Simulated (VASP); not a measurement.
# Ti (P6_3/mmc) in VASP: a series of runs

Ti is run at these levels: PBEsol; tasks: single point, relaxation of cell and atoms.

Program: VASP 6.6.1. These are calculated values, not measurements. Logs are shortened: lines on timing, memory, paths and dates and some standing lists are left out, and cuts for length are marked.

## 1. The cell of the first run

Symmetry: P6_3/mmc, No. 194, hexagonal system. The conventional cell has a = 2.901 Å, b = 2.901 Å, c = 4.594 Å, α = 90.00°, β = 90.00°, γ = 120.00°. Within 3.7 Å of Ti (site symmetry -6m2) lie 12 Ti at 2.84 to 2.90 Å.

## 2. Single point, PBEsol

Input file INCAR:

```
SYSTEM = Ti
PREC = Accurate
ENCUT = 520
EDIFF = 1E-7
ISMEAR = -1
SIGMA = 0.1
LREAL = .False.
LASPH = .True.
NELM = 100
ALGO = Normal
ISIF = 2
LWAVE = .False.
LCHARG = .True.
GGA = PS
LELF = .True.
LVHAR = .True.
NBANDS = 19
```

Input file KPOINTS:

```
regular mesh
0
Gamma
  14 14 8
  0 0 0
```

Input file POSCAR:

```
Ti
1.0
    2.9012290439      0.0000000000      0.0000000000
   -1.4506145219      2.5125380542      0.0000000000
    0.0000000000      0.0000000000      4.5941324551
Ti
2
Direct
    0.3333333333      0.6666666667      0.2500000000
    0.6666666667      0.3333333333      0.7500000000
```

Potentials or basis: VASP PAW PBE potentials, release 64 (Ti_sv).

The run is started by

```
> cat potpaw_PBE.64/Ti_sv/POTCAR > POTCAR
> mpirun -np 1 vasp_std > vasp.out
```

OUTCAR:

```text
SYSTEM = Ti
   PREC = Accurate
   ENCUT = 520
   EDIFF = 1E-7
   ISMEAR = -1
   LREAL = .False.
   LASPH = .True.
   NELM = 100
   ISIF = 2
   GGA = PS

 ion  position               nearest neighbor table
   1  0.333  0.667  0.250-   2 2.84   2 2.84   2 2.84   2 2.84   2 2.84   2 2.84
   2  0.667  0.333  0.750-   1 2.84   1 2.84   1 2.84   1 2.84   1 2.84   1 2.84

  LATTYP: Found a hexagonal cell.
 ALAT       =     2.9012290439
 C/A-ratio  =     1.5835124996

  Lattice vectors:

 A1 = (   2.9012290439,   0.0000000000,   0.0000000000)
 A2 = (  -1.4506145219,   2.5125380542,   0.0000000000)
 A3 = (   0.0000000000,   0.0000000000,   4.5941324551)

Analysis of symmetry for initial positions (statically):
=====================================================================
 Subroutine PRICEL returns:
 Original cell was already a primitive cell.

 Routine SETGRP: Setting up the symmetry group for a
 hexagonal supercell.

 Subroutine GETGRP returns: Found 24 space group operations
 (whereof 12 operations were pure point group operations)
 out of a pool of 24 trial point group operations.

The static configuration has the point symmetry D_3d.
 The point group associated with its full space group is D_6h.

Analysis of symmetry for dynamics (positions and initial velocities):
=====================================================================
 Subroutine PRICEL returns:
 Original cell was already a primitive cell.

 Routine SETGRP: Setting up the symmetry group for a
 hexagonal supercell.

 Subroutine GETGRP returns: Found 24 space group operations
 (whereof 12 operations were pure point group operations)
 out of a pool of 24 trial point group operations.

The dynamic configuration has the point symmetry D_3d.
 The point group associated with its full space group is D_6h.

 Subroutine INISYM returns: Found 24 space group operations
 (whereof 12 operations are pure point group operations),
 and found     1 'primitive' translations

----------------------------------------------------------------------------------------

                                     Primitive cell

  volume of cell :      33.4887

  direct lattice vectors                    reciprocal lattice vectors
     2.901229044  0.000000000  0.000000000     0.344681507  0.199001961  0.000000000
    -1.450614522  2.512538054  0.000000000     0.000000000  0.398003922  0.000000000
     0.000000000  0.000000000  4.594132455     0.000000000  0.000000000  0.217668953

  length of vectors
     2.901229044  2.901229044  4.594132455     0.398003922  0.398003922  0.217668953

  position of ions in fractional coordinates (direct lattice)
     0.333333333  0.666666667  0.250000000
     0.666666667  0.333333333  0.750000000

  ion indices of the primitive-cell ions
   primitive index   ion index
                 1           1
                 2           2

----------------------------------------------------------------------------------------

 KPOINTS: regular mesh

Automatic generation of k-mesh.
 Grid dimensions read from file:
 generate k-points for:   14   14    8

 Generating k-lattice:

  Cartesian coordinates                     Fractional coordinates (reciprocal lattice)
     0.024620108  0.014214426  0.000000000     0.071428571  0.000000000  0.000000000
     0.000000000  0.028428852  0.000000000     0.000000000  0.071428571  0.000000000
     0.000000000  0.000000000  0.027208619     0.000000000  0.000000000  0.125000000

  Length of vectors
     0.028428852  0.028428852  0.027208619

  Shift w.r.t. Gamma in fractional coordinates (k-lattice)
     0.000000000  0.000000000  0.000000000

 Subroutine IBZKPT returns following result:
 ===========================================

 Found    120 irreducible k-points:

 Following reciprocal coordinates:
            Coordinates               Weight
  0.000000  0.000000  0.000000      1.000000
  0.071429  0.000000  0.000000      6.000000
  0.142857  0.000000  0.000000      6.000000
  0.214286  0.000000  0.000000      6.000000
  0.285714  0.000000  0.000000      6.000000
  0.357143  0.000000  0.000000      6.000000
[... 16 lines left out ...]
  0.285714  0.285714  0.000000      6.000000
  0.357143  0.285714  0.000000      6.000000
 [... further k-points ...]
   k-points           NKPTS =    120   k-points in BZ     NKDIM =    120   number of bands    NBANDS=     19
   number of dos      NEDOS =    301   number of ions     NIONS =      2
   total plane-waves  NPLWV =  20736
   dimension x,y,z NGX =    24 NGY =   24 NGZ =   36
   dimension x,y,z NGXF=    48 NGYF=   48 NGZF=   72
   ions per type =               2
   NGX,Y,Z   is equivalent  to a cutoff of  13.75, 13.75, 13.03 a.u.
   NGXF,Y,Z  is equivalent  to a cutoff of  27.50, 27.50, 26.05 a.u.
 SYSTEM =  Ti
   PREC   = accura    normal or accurate (medium, high low for compatibility)
   ISTART =      0    job   : 0-new  1-cont  2-samecut
   ICHARG =      2    charge: 1-file 2-atom 10-const
   ISPIN  =      1    spin polarized calculation?
   LNONCOLLINEAR =      F non collinear calculations
   LSORBIT =      F    spin-orbit coupling
   LASPH  =      T    aspherical Exc in radial PAW
   ENCUT  =  520.0 eV  38.22 Ry    6.18 a.u.   5.39  5.39  8.54*2*pi/ulx,y,z
   NELM   =    100;   NELMIN=  2; NELMDL= -5     # of ELM steps
   EDIFF  = 0.1E-06   stopping-criterion for ELM
   LREAL  =      F    real-space projection
   EDIFFG = 0.1E-05   stopping-criterion for IOM
   NSW    =      0    number of steps for IOM
   IBRION =     -1    ionic relax: 0-MD 1-quasi-New 2-CG
   NFREE  =      0    steps in history (QN), initial steepest desc. (CG)
   ISIF   =      2    stress and relaxation
   ISYM   =      2    0-nonsym 1-usesym 2-fastsym
   POTIM  = 0.5000    time-step for ionic-motion
   TEBEG  =    0.0;   TEEND  =   0.0 temperature during run
   PSTRESS=    0.0 pullay stress
   NELECT =      24.0000    total number of electrons
   NUPDOWN=      -1.0000    fix difference up-down
   EMIN   =  10.00;   EMAX   =-10.00  energy-range for DOS
   EFERMI =   0.00;   METHOD = LEGACY
   ISMEAR =    -1;   SIGMA  =   0.10  broadening in eV -4-tet -1-fermi 0-gaus
   EFERMI_NEDOS =   21; number of points for ismear=-14 and -15
   IALGO  =     38    algorithm
   IMIX   =      4    mixing-type and parameters
     AMIX     =   0.40;   BMIX     =  1.00
     AMIX_MAG =   1.60;   BMIX_MAG =  1.00
  volume/ion in A,a.u.               =      16.74       113.00
  Fermi-wavevector in a.u.,A,eV,Ry     =   1.465028  2.768501 29.202270  2.146306
  Thomas-Fermi vector in A             =   2.580934
   LORBIT       =      0    0 simple, 1 ext, 2 COOP (PROOUT), +10 PAW based schemes
   GGA     = PS    functional components
   LHFCALC =     F    Hartree Fock is set to
   AEXX    =    0.0000 exact exchange contribution
   IVDW    =     0    specifies the selected vdW correction
   LEPSILON=     F    determine dielectric tensor
   LRPA    =     F    only Hartree local field effects (RPA)
 non-spin polarized calculation
  energy-cutoff  :      520.00
  volume of cell :       33.49
 maximum number of plane-waves:       929
 NGX is ok and might be reduce to    24
   NGX = 11   NGY = 11   NGZ = 17

 number of electron      23.9999999 magnetization

 Free energy of the ion-electron system (eV)
  ---------------------------------------------------
  ext. energy  EPLUGINS =         0.00000000
  ---------------------------------------------------
  free energy    TOTEN  =       -16.71383898 eV

  energy without entropy =      -16.63920564  energy(sigma->0) =      -16.67652231

 E-fermi :   8.5776     XC(G=0): -11.8108

 val. band max:        8.5748418011   @ k =   0.0714   0.0000   0.2500
 cond. band min:       8.5869122066   @ k =   0.0714   0.0000   0.5000
 fundamental gap:      0.0120704055
 Fermi energy:         8.5776045647

 k-point     1 :       0.0000    0.0000    0.0000
  band No.  band energies     occupation
      1     -47.9613      2.00000
      2     -47.7993      2.00000
      3     -24.6933      2.00000
      4     -23.9720      2.00000
      5     -23.9720      2.00000
      6     -23.8838      2.00000
[... 11 lines left out ...]
     18      10.2878      0.00000
     19      11.9088      0.00000

 k-point     2 :       0.0714    0.0000    0.0000
  band No.  band energies     occupation
      1     -47.9553      2.00000
      2     -47.7969      2.00000
      3     -24.6805      2.00000
      4     -23.9983      2.00000
      5     -23.9808      2.00000
      6     -23.8892      2.00000
[... 11 lines left out ...]
     18      10.2028      0.00000
     19      11.9551      0.00000

 k-point     3 :       0.1429    0.0000    0.0000
  band No.  band energies     occupation
      1     -47.9384      2.00000
      2     -47.7906      2.00000
      3     -24.6434      2.00000
      4     -24.0726      2.00000
      5     -24.0049      2.00000
      6     -23.9611      2.00000
[... 11 lines left out ...]
     18      10.2904      0.00000
     19      12.0601      0.00000

 k-point     4 :       0.2143    0.0000    0.0000
  band No.  band energies     occupation
      1     -47.9131      2.00000
      2     -47.7821      2.00000
      3     -24.5858      2.00000
      4     -24.1808      2.00000
      5     -24.0674      2.00000
      6     -24.0384      2.00000
[... 11 lines left out ...]
     18      10.7111      0.00000
     19      12.1707      0.00000

 k-point     5 :       0.2857    0.0000    0.0000
  band No.  band energies     occupation
      1     -47.8835      2.00000
      2     -47.7741      2.00000
      3     -24.5143      2.00000
      4     -24.3018      2.00000
      5     -24.1813      2.00000
      6     -24.0742      2.00000
[... 11 lines left out ...]
     18      11.2207      0.00000
     19      12.2585      0.00000
[... 334 lines left out ...]
      2     -47.7689      2.00000
      3     -24.4106      2.00000
      4     -24.3459      2.00000
      5     -24.3301      2.00000
      6     -24.1792      2.00000
[... 11 lines left out ...]
     18      12.1399      0.00000
     19      13.0995      0.00000

 k-point    22 :       0.3571    0.2143    0.0000
  band No.  band energies     occupation
      1     -47.8061      2.00000
      2     -47.7726      2.00000
      3     -24.4458      2.00000
      4     -24.3180      2.00000
      5     -24.2898      2.00000
      6     -24.2314      2.00000
[... 11 lines left out ...]
     18      12.1289      0.00000
     19      13.7757      0.00000

 k-point    23 :       0.2857    0.2857    0.0000
  band No.  band energies     occupation
      1     -47.8033      2.00000
      2     -47.7736      2.00000
      3     -24.4174      2.00000
      4     -24.3225      2.00000
      5     -24.2798      2.00000
      6     -24.2326      2.00000
[... 11 lines left out ...]
     18      12.1152      0.00000
     19      13.8542      0.00000

 k-point    24 :       0.3571    0.2857    0.0000
  band No.  band energies     occupation
      1     -47.7923      2.00000
      2     -47.7792      2.00000
      3     -24.4190      2.00000
      4     -24.2861      2.00000
      5     -24.2823      2.00000
      6     -24.2364      2.00000
[... 11 lines left out ...]
     18      12.0731      0.00000
     19      14.5191      0.00000

 [... further k-points ...]
[... 5 lines left out ...]
  --------------------------------------------------------------------------------------
  -------------------------------------------------------------------------------------
  Total       -0.0565980     -0.0565980     -0.0634301     -0.0000000     -0.0000000     -0.0000000
  in kB       -2.7077809     -2.7077809     -3.0346430     -0.0000000     -0.0000000     -0.0000000
  external PRESSURE =      -2.8167349 kB  Pullay stress =       0.0000000 kB

 VOLUME and BASIS-vectors are now :
 -----------------------------------------------------------------------------
  energy-cutoff  :      520.00
  volume of cell :       33.49
      direct lattice vectors                 reciprocal lattice vectors
     2.901229044  0.000000000  0.000000000     0.344681507  0.199001961  0.000000000
    -1.450614522  2.512538054  0.000000000     0.000000000  0.398003922  0.000000000
     0.000000000  0.000000000  4.594132455     0.000000000  0.000000000  0.217668953

 POSITION                                       TOTAL-FORCE (eV/Angst)
 -----------------------------------------------------------------------------------
     -0.00000      1.67503      1.14853         0.000000     -0.000000      0.000000
      1.45061      0.83751      3.44560        -0.000000      0.000000      0.000000
 -----------------------------------------------------------------------------------
    total drift:                                0.000000     -0.000000      0.000000

  FREE ENERGIE OF THE ION-ELECTRON SYSTEM (eV)
  ---------------------------------------------------
  free  energy   TOTEN  =       -16.7138389805 eV

  energy  without entropy=      -16.6392056365  energy(sigma->0) =      -16.67652231
```

It took 74 s on 1 thread of Intel Xeon Platinum 8259CL at 2.50GHz (Skylake/Cascade Lake), shared host; peak memory 0.19 GiB.

Results:

```yaml
Free_energy: -16.7138 eV
Pressure: -0.3 GPa
Band_gap_on_the_k_mesh: zero (band 12 reaches 9.39 eV, above the bottom of band 13 at 8.35 eV)
```

Caveat: the PAW data sets were made with another functional, which shifts forces and pressure a little.

## 3. Relaxation of cell and atoms, PBEsol

This run uses another cell than the first one, of 17.64 Å³/atom, 1.053 times its volume.

Input file INCAR:

```
PREC     = Accurate       # precision mode
ENCUT    = 600            # plane-wave cutoff, eV
EDIFF    = 1E-6           # SCF threshold, eV
ISMEAR   = -1             # smearing method
SIGMA    = 0.1            # smearing width, eV
LREAL    = F              # projectors in reciprocal space
LASPH    = T              # aspherical terms in the spheres
NELM     = 100            # most SCF steps
ALGO     = Normal         # electronic algorithm
ISIF     = 3              # what is computed and relaxed
LWAVE    = F              # write WAVECAR
LCHARG   = F              # write CHGCAR
GGA      = PS             # functional
IBRION   = 2              # ionic algorithm
NSW      = 100            # ionic steps
EDIFFG   = -0.002         # ionic threshold
```

Input file KPOINTS:

```
regular mesh
0
Gamma
  14 14 8
```

Input file POSCAR:

```
Ti
1.0
    2.9500000000      0.0000000000      0.0000000000
   -1.4750000000      2.5547749412      0.0000000000
    0.0000000000      0.0000000000      4.6800000000
Ti
2
Direct
    0.3333333333      0.6666666667      0.2500000000
    0.6666666667      0.3333333333      0.7500000000
```

Potentials or basis: VASP PAW PBE potentials, release 64 (Ti_sv).

The run is started by

```
> cat potpaw_PBE.64/Ti_sv/POTCAR > POTCAR
> mpirun -np 1 vasp_std > vasp.out
```

OUTCAR:

```text
PREC = Accurate
   ENCUT = 600
   EDIFF = 1E-6
   ISMEAR = -1
   LREAL = F
   LASPH = T
   NELM = 100
   ISIF = 3
   GGA = PS
   IBRION = 2
   NSW = 100
   EDIFFG = -0.002

 ion  position               nearest neighbor table
   1  0.333  0.667  0.250-   2 2.89   2 2.89   2 2.89   2 2.89   2 2.89   2 2.89
   2  0.667  0.333  0.750-   1 2.89   1 2.89   1 2.89   1 2.89   1 2.89   1 2.89

  LATTYP: Found a hexagonal cell.
 ALAT       =     2.9500000000
 C/A-ratio  =     1.5864406780

  Lattice vectors:

 A1 = (   2.9500000000,   0.0000000000,   0.0000000000)
 A2 = (  -1.4750000000,   2.5547749412,   0.0000000000)
 A3 = (   0.0000000000,   0.0000000000,   4.6800000000)

Analysis of symmetry for initial positions (statically):
=====================================================================
 Subroutine PRICEL returns:
 Original cell was already a primitive cell.
[... 430 lines left out ...]
  ---------------------------------------------------
  free energy    TOTEN  =       -16.71431835 eV

  energy without entropy =      -16.63989586  energy(sigma->0) =      -16.67710711

 E-fermi :   8.6067     XC(G=0): -11.8237

 val. band max:        8.6064824374   @ k =   0.0714   0.0000   0.2500
 cond. band min:       8.6152656855   @ k =   0.0714   0.0000   0.5000
 fundamental gap:      0.0087832481
 Fermi energy:         8.6067390204

 k-point     1 :       0.0000    0.0000    0.0000
  band No.  band energies     occupation
      1     -47.9278      2.00000
      2     -47.7639      2.00000
      3     -24.6637      2.00000
      4     -23.9364      2.00000
      5     -23.9364      2.00000
      6     -23.8473      2.00000
[... 433 lines left out ...]
      3     -24.3874      2.00000
      4     -24.2533      2.00000
      5     -24.2494      2.00000
      6     -24.2027      2.00000
[... 8 lines left out ...]
     15      10.1656      0.00000
     16      11.7696      0.00000

 [... further k-points ...]
[... 5 lines left out ...]
  --------------------------------------------------------------------------------------
  -------------------------------------------------------------------------------------
  Total        0.0037840      0.0037840     -0.0024439      0.0000000      0.0000000      0.0000000
  in kB        0.1815229      0.1815229     -0.1172340      0.0000000      0.0000000      0.0000000
  external PRESSURE =       0.0819372 kB  Pullay stress =       0.0000000 kB
[... 17 lines left out ...]
  FREE ENERGIE OF THE ION-ELECTRON SYSTEM (eV)
  ---------------------------------------------------
  free  energy   TOTEN  =       -16.7143183502 eV

  energy  without entropy=      -16.6398958605  energy(sigma->0) =      -16.67710711

 reached required accuracy - stopping structural energy minimisation
```

OSZICAR:

```text
N       E                     dE             d eps       ncg     rms          rms(c)
DAV:   1     0.258242957237E+03    0.25824E+03   -0.14687E+04  3840   0.204E+03
DAV:   2     0.982452670850E+01   -0.24842E+03   -0.24713E+03  3984   0.516E+02
[... 66 lines left out ...]
DAV:   1    -0.167144212511E+02   -0.10553E-03   -0.28264E-03  5696   0.788E-01    0.875E-02
DAV:   2    -0.167143167056E+02    0.10455E-03   -0.41639E-04  5616   0.257E-01    0.242E-02
DAV:   3    -0.167143121459E+02    0.45597E-05   -0.74464E-05  5816   0.646E-02    0.947E-03
DAV:   4    -0.167143153848E+02   -0.32389E-05   -0.10901E-05  4424   0.290E-02    0.375E-03
DAV:   5    -0.167143179892E+02   -0.26044E-05   -0.72679E-06  5040   0.197E-02    0.526E-03
DAV:   6    -0.167143183502E+02   -0.36104E-06   -0.11572E-06  2304   0.116E-02
   8 F= -.16714318E+02 E0= -.16677107E+02  d E =-.292667E-05
```

It took 4.7 min on 1 thread of Intel Xeon Platinum 8259CL at 2.50GHz (Skylake/Cascade Lake), shared host; peak memory 0.21 GiB.

What came out:

```yaml
Free_energy: -16.7143 eV
Relaxed_volume: 16.70 Å³/atom
Relaxed_cell: a = 2.899 Å, b = 2.899 Å, c = 4.590 Å, α = 90.00°, β = 90.00°, γ = 120.00°
Space_group_after_relaxing_to_0.05_Å: P6_3/mmc (No. 194)
Energy_gained_by_relaxing: 17.7 meV/atom
Ionic_steps: 8
Pressure_after_relaxing: 0.0 GPa
Band_gap_on_the_k_mesh: zero (band 12 reaches 9.42 eV, above the bottom of band 13 at 8.37 eV)
```

The path:
```
step  energy change (eV)  largest force (eV/Å)  pressure (GPa)  volume (Å³)
   1              0.0000                0.0000           -5.80        35.27
   2             -0.0158                0.0000            4.97        32.11
   3             -0.0353                0.0000           -0.01        33.41
   4             -0.0353                0.0000            0.09        33.37
   5             -0.0353                0.0000           -0.01        33.42
   6             -0.0353                0.0000           -0.06        33.42
   7             -0.0353                0.0000           -0.04        33.42
   8             -0.0353                0.0000            0.01        33.40
```

Final structure:
```yaml
crystal:
  lattice:
    - [2.89867, 0.00000, 0.00000]
    - [-1.44933, 2.51032, 0.00000]
    - [0.00000, 0.00000, 4.58991]
  atoms:
    - { symbol: Ti, position: [0.33333, 0.66667, 0.25000] }
    - { symbol: Ti, position: [0.66667, 0.33333, 0.75000] }
```

Caveat: the PAW data sets were made with another functional, which shifts forces and pressure a little.
